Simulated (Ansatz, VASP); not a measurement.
CaO in VASP and in Ansatz

```
CELL_PARAMETERS angstrom
0.00000 2.60673 2.60673
2.60673 0.00000 2.60673
2.60673 2.60673 0.00000
ATOMIC_POSITIONS crystal
Ca 0.00000 0.00000 0.00000
O 0.25000 0.25000 0.25000
```

Alike in both runs: task single point; functional PBEsol; k mesh 8 × 8 × 8; no spin polarisation.

```csv
,VASP,Ansatz
version,VASP 6.6.1,Ansatz 0.2.0
potentials or method,"VASP PAW PBE potentials, release 64 (Ca_sv, O)","plane waves, PAW"
plane-wave cutoff (eV),600,420
occupations,"gaussian, width 0.01 eV",fixed
valence electrons in the cell,16,16
```

```csv
,VASP,Ansatz,Ansatz less VASP
gap on the k mesh at the Fermi level (eV),3.20,3.20,+0.003
```

VASP's potentials were made for PBE, not for PBEsol.
